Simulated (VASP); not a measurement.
Write the native input for VASP 6.6.1 that does the following.

```yaml
Task: single point
Functional: PBE
Potentials_or_basis: VASP PAW PBE potentials, release 64 (Mg)
Cutoff: 520 eV
k_mesh: 14 × 14 × 7
Occupations: gaussian, width 0.2702 eV
Spin: no spin polarisation
Dipole_correction: no
Further_INCAR_settings: ALGO = Normal; EDIFF = 1e-07; NBANDS = 9
```

The structure of Mg lies in POSCAR:

```
Mg
1.0
    2.7751400000      0.0000000000      0.0000000000
   -1.3875700000      2.4033440000      0.0000000000
    0.0000000000      0.0000000000      5.1516560000
Mg
2
Direct
    0.3333300000      0.6666700000      0.2500000000
    0.6666600000      0.3333300000      0.7500000000
```

These files were run (other wordings do the same):

INCAR

```
ALGO = Normal
EDIFF = 1E-7
ENCUT = 520
GGA = PE
ISIF = 2
ISMEAR = 0
LASPH = True
LCHARG = False
LREAL = False
LWAVE = False
NBANDS = 9
NELM = 60
PREC = Accurate
SIGMA = 0.2702
```

KPOINTS

```
k-points
0
Gamma
  14 14 7
```

Potentials or basis: VASP PAW PBE potentials, release 64 (Mg).

Command:

```console
$ cat potpaw_PBE.64/Mg/POTCAR > POTCAR
$ mpirun -np 1 vasp_std > vasp.out
```

It gave:

The pressure is 20.0 GPa and the band gap on the k mesh is zero (band 2 reaches 5.33 eV, above the bottom of band 3 at 1.80 eV).

Run time: 87 s on 1 thread of AMD EPYC 7R43 64-Core Processor (Zen 3) (shared host), peak memory 0.17 GiB.
